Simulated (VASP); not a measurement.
Here is a VASP 6.6.1 calculation.

Contents of INCAR:

```
ALGO = Normal
EDIFF = 1E-7
EDIFFG = -0.005
ENCUT = 600
GGA = PE
GGA_COMPAT = False
IBRION = 2
ISIF = 3
ISMEAR = -1
LASPH = True
LCHARG = False
LREAL = False
LWAVE = False
NELM = 120
NELMIN = 4
NSW = 60
PREC = Accurate
PSTRESS = 240.0
SIGMA = 0.1
```

Contents of KPOINTS:

```
k-points
0
Gamma
  12 12 12
```

File POSCAR:

```
Mg
1.0
    0.0000000000      2.6361444226      2.6361444226
    2.6361444226      0.0000000000      2.6361444226
    2.6361444226      2.6361444226      0.0000000000
Mg
2
Direct
   -0.1250000000     -0.1250000000     -0.1250000000
    0.1250000000      0.1250000000      0.1250000000
```

Potentials or basis: VASP PAW PBE potentials, release 64 (Mg).

The run is started by

```bash
$ cat potpaw_PBE.64/Mg/POTCAR > POTCAR
$ mpirun -np 1 vasp_std > vasp.out
```

Estimate the band gap on the k mesh.

zero (bands 2 and 3 overlap by 6.50 eV).

What does it give for the relaxed cell?

a = 3.915 Å, b = 3.915 Å, c = 3.915 Å, α = 60.00°, β = 60.00°, γ = 60.00°.

Estimate the space group after relaxing (to 0.1 Å).

Fd-3m (No. 227).

The path:
| step | energy change (eV) | largest force (eV/Å) | pressure (GPa) | volume (Å³) |
| --- | --- | --- | --- | --- |
| 1 | 0.0000 | 0.0000 | 38.15 | 36.64 |
| 2 | -1.5583 | 0.0000 | 18.32 | 45.91 |
| 3 | -1.1030 | 0.0000 | 24.00 | 42.44 |

Caveat: the cell is relaxed towards a set pressure, so the run minimises the enthalpy, not the energy; the volume moved by over 15 % at a fixed basis, so the end points are rough.
